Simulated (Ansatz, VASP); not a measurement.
Ir in VASP and in Ansatz

```xyz
1
Lattice="-1.5380 1.5380 1.5380 1.5380 -1.5380 1.5380 1.5380 1.5380 -1.5380" Properties=species:S:1:pos:R:3 pbc="T T T"
Ir    0.0000    0.0000    0.0000
```

Alike in both runs: task single point; functional PBEsol; k mesh 6 × 6 × 6; occupations gaussian, width 0.1 eV; no spin polarisation.

|  | VASP | Ansatz |
| --- | --- | --- |
| version | VASP 6.6.1 | Ansatz 0.2.0 |
| potentials or method | VASP PAW PBE potentials, release 64 (Ir), cutoff 500 eV | scalar-relativistic, plane waves, PAW |
| valence electrons in the cell | 9 | 17 |

|  | VASP | Ansatz | Ansatz less VASP |
| --- | --- | --- | --- |
| gap on the k mesh at the Fermi level (eV) | none | none | - |
| pressure (GPa) | 3.0 | 2.1 | -0.89 |

VASP's potentials were made for PBE, not for PBEsol, and Ansatz warns of the same on its side. A gap of «none» marks a metal or a gap that the smearing closes. VASP's potentials hold 9 valence electrons a cell and Ansatz's 17, so a difference there can come from the potentials and not from the codes.

The k mesh is coarse, so the values compare programs but aren't converged. Neither program's run includes spin-orbit coupling.
